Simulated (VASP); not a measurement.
# AlN (Cmmm) in VASP: further runs, part 2 of 2

VASP 6.6.1.

### Step 3. Relaxation of cell and atoms, PBE

This run uses another cell than the first one, of 18.36 Å³/atom, 0.900 times its volume.

INCAR reads:

```
SYSTEM = AlN
PREC = Accurate
ENCUT = 600
EDIFF = 1E-6
ISMEAR = 0
SIGMA = 0.1
LREAL = .FALSE.
LASPH = .TRUE.
NELM = 100
ALGO = Normal
ISIF = 3
LWAVE = .FALSE.
LCHARG = .FALSE.
GGA = PE
IBRION = 2
NSW = 100
EDIFFG = -0.01
```

KPOINTS reads:

```
regular mesh
0
G
  10 10 16
  0 0 0
```

POSCAR reads:

```
AlN
1.0
    2.9640642880     -4.1945183200      0.0000000000
    2.9640642880      4.1945183200      0.0000000000
    0.0000000000      0.0000000000      2.9533011419
Al N
2 2
Direct
    0.0000000000      0.0000000000      0.0000000000
    0.5000000000      0.5000000000      0.5000000000
    0.7082178768      0.7082178768      0.0000000000
    0.2917821232      0.2917821232      0.0000000000
```

Potentials or basis: VASP PAW PBE potentials, release 64 (Al, N).

Command:

```
> cat potpaw_PBE.64/Al/POTCAR potpaw_PBE.64/N/POTCAR > POTCAR
> mpirun -np 1 vasp_std > vasp.out
```

OUTCAR:

```text
SYSTEM = AlN
   PREC = Accurate
   ENCUT = 600
   EDIFF = 1E-6
   ISMEAR = 0
   LREAL = .FALSE.
   LASPH = .TRUE.
   NELM = 100
   ISIF = 3
   GGA = PE
   IBRION = 2
   NSW = 100
   EDIFFG = -0.01

 ion  position               nearest neighbor table
   1  0.000  0.000  0.000-   3 1.73   4 1.73   2 3.31   2 3.31   2 3.31   2 3.31
   2  0.500  0.500  0.500-   3 1.92   4 1.92   3 1.92   4 1.92   1 3.31   1 3.31   1 3.31   1 3.31

   3  0.708  0.708  0.000-   1 1.73   2 1.92   2 1.92
   4  0.292  0.292  0.000-   1 1.73   2 1.92   2 1.92

  LATTYP: Found a base centered orthorhombic cell.
 ALAT       =     5.9281285760
 B/A-ratio  =     1.4151239354
 C/A-ratio  =     0.4981843940

  Lattice vectors:

 A1 = (   2.9640642880,  -4.1945183200,   0.0000000000)
 A2 = (   2.9640642880,   4.1945183200,   0.0000000000)
 A3 = (   0.0000000000,   0.0000000000,   2.9533011419)

Analysis of symmetry for initial positions (statically):
=====================================================================
 Subroutine PRICEL returns:
 Original cell was already a primitive cell.

 Routine SETGRP: Setting up the symmetry group for a
 base centered orthorhombic supercell.

 Subroutine GETGRP returns: Found  8 space group operations
 (whereof  8 operations were pure point group operations)
 out of a pool of  8 trial point group operations.

[... 359 lines left out ...]

 number of electron      16.0000002 magnetization

 Free energy of the ion-electron system (eV)
  ---------------------------------------------------
  ext. energy  EPLUGINS =         0.00000000
  ---------------------------------------------------
  free energy    TOTEN  =       -24.74372014 eV

  energy without entropy =      -24.74348887  energy(sigma->0) =      -24.74360450

 E-fermi :   1.6893     XC(G=0):  -7.6090

 val. band max:        1.6631746804   @ k =   0.0000   0.0000   0.0000
 cond. band min:       1.7800491846   @ k =  -0.1000   0.1000   0.0000
 fundamental gap:      0.1168745042
 Fermi energy:         1.6893353088

 k-point     1 :       0.0000    0.0000    0.0000
  band No.  band energies     occupation
      1     -12.9505      2.00000
      2     -11.3104      2.00000
      3      -4.9073      2.00000
      4      -1.0116      2.00000
      5       0.2342      2.00000
      6       0.3921      2.00000
      7       0.6689      2.00000
      8       1.3748      1.99999
      9       1.6632      1.28859
     10       3.7947      0.00000
     11       5.7546      0.00000
     12       8.9520      0.00000
[... 331 lines left out ...]
 k-point    24 :       0.4000    0.3000    0.0000
  band No.  band energies     occupation
      1     -12.7636      2.00000
      2     -11.6198      2.00000
      3      -4.1938      2.00000
      4      -1.5241      2.00000
      5      -1.2361      2.00000
      6       0.2798      2.00000
      7       0.7214      2.00000
      8       1.3121      2.00000
      9       3.4467      0.00000
     10       5.1953      0.00000
     11       5.7496      0.00000
     12       7.3260      0.00000

 [... further k-points ...]

------------------------ aborting loop because EDIFF is reached ----------------------------------------

  FORCE on cell =-STRESS in cart. coord.  units (eV):
  Direction    XX          YY          ZZ          XY          YZ          ZX
  --------------------------------------------------------------------------------------
  -------------------------------------------------------------------------------------
  Total       -0.0067443      0.0024747      0.0125794      0.0000000      0.0000000      0.0000000
  in kB       -0.1347879      0.0494581      0.2514052      0.0000000      0.0000000      0.0000000
  external PRESSURE =       0.0553585 kB  Pullay stress =       0.0000000 kB
[... 19 lines left out ...]
  FREE ENERGIE OF THE ION-ELECTRON SYSTEM (eV)
  ---------------------------------------------------
  free  energy   TOTEN  =       -24.7437201421 eV

  energy  without entropy=      -24.7434888653  energy(sigma->0) =      -24.74360450

 reached required accuracy - stopping structural energy minimisation
```

CONTCAR:

```text
AlN
   1.00000000000000
     2.9645462598020291   -4.5849377621367342    0.0000000000000000
     2.9645462598020291    4.5849377621367342    0.0000000000000000
     0.0000000000000000    0.0000000000000000    2.9489954440092658
  Al              N
     2     2
Direct
     0.0000000000000000    0.0000000000000000    0.0000000000000000
     0.5000000000000000    0.5000000000000000    0.5000000000000000
     0.7083801256244622    0.7083801256244622    0.0000000000000000
     0.2916198743755377    0.2916198743755377    0.0000000000000000

  0.00000000E+00  0.00000000E+00  0.00000000E+00
  0.00000000E+00  0.00000000E+00  0.00000000E+00
  0.00000000E+00  0.00000000E+00  0.00000000E+00
  0.00000000E+00  0.00000000E+00  0.00000000E+00
```

Wall time 21 min (1 thread of AMD EPYC 9R45 (Zen 5), shared host); peak memory 0.38 GiB.

What came out:

| Property | Result |
| --- | --- |
| Free energy | -24.7437 eV |
| Relaxed volume | 20.04 Å³/atom |
| Relaxed cell | a = 5.460 Å, b = 5.460 Å, c = 2.949 Å, α = 90.00°, β = 90.00°, γ = 114.23° |
| Space group after relaxing (to 0.05 Å) | Cmmm (No. 65) |
| Energy gained by relaxing | 1.2 meV/atom |
| Ionic steps | 17 |
| Pressure after relaxing | 0.0 GPa |

Forces on the atoms (eV/Å):
```
Al   0.000  0.000  0.000
Al   0.000  0.000  0.000
N   -0.003  0.000  0.000
N    0.003  0.000  0.000
```

The path:
| step | energy change (eV) | largest force (eV/Å) | pressure (GPa) | volume (Å³) |
| --- | --- | --- | --- | --- |
| 1 | 0.0000 | 0.0078 | -0.04 | 73.44 |
| 2 | -0.0002 | 0.0269 | 0.18 | 73.39 |
| 3 | -0.0002 | 0.0232 | 0.16 | 73.39 |
| 4 | -0.0005 | 0.0034 | 0.14 | 73.55 |
| 5 | -0.0008 | 0.0833 | 0.09 | 74.03 |
| 6 | -0.0009 | 0.0823 | 0.08 | 74.09 |
| 7 | -0.0012 | 0.0758 | 0.08 | 74.29 |
| 8 | -0.0018 | 0.0634 | 0.07 | 74.69 |
| 9 | -0.0027 | 0.0397 | 0.05 | 75.49 |
| 10 | -0.0038 | 0.0057 | 0.00 | 77.09 |
| 11 | -0.0038 | 0.0950 | -0.06 | 80.30 |
| 12 | -0.0042 | 0.0528 | -0.03 | 78.76 |
| 13 | -0.0045 | 0.0380 | -0.05 | 79.43 |
| 14 | -0.0046 | 0.0150 | -0.10 | 80.40 |
| 15 | -0.0046 | 0.0216 | -0.09 | 80.09 |
| 16 | -0.0046 | 0.0357 | 0.13 | 80.27 |
| 17 | -0.0047 | 0.0028 | 0.01 | 80.17 |

Final structure:
```
Al N
1.0
     2.96455   -4.58494    0.00000
     2.96455    4.58494    0.00000
     0.00000    0.00000    2.94900
Al N
2 2
Cartesian
  0.0000 0.0000 0.0000
  2.9645 0.0000 1.4745
  4.2001 0.0000 0.0000
  1.7290 0.0000 0.0000
```

Levels at points of the mesh, in eV from the Fermi level:
```csv
k point,band 5,band 6,band 7,band 8,band 9,band 10,band 11,band 12
"(0.00, 0.00, 0.00)",-1.46,-1.30,-1.02,-0.31,-0.03,2.11,4.07,7.26
"(0.50, 0.00, 0.00)",-2.65,-2.04,-0.94,-0.41,1.94,2.97,5.03,5.27
"(0.50, 0.50, 0.00)",-1.45,-1.01,-0.94,-0.32,0.88,3.33,4.70,5.36
"(0.00, 0.00, 0.50)",-3.67,-1.35,-1.05,-0.27,1.01,4.34,5.05,5.49
"(0.50, 0.00, 0.50)",-4.17,-2.40,-1.24,-0.67,2.06,4.54,5.08,5.60
"(0.50, 0.50, 0.50)",-3.71,-1.74,-1.05,-0.08,0.82,3.22,5.32,6.08
```
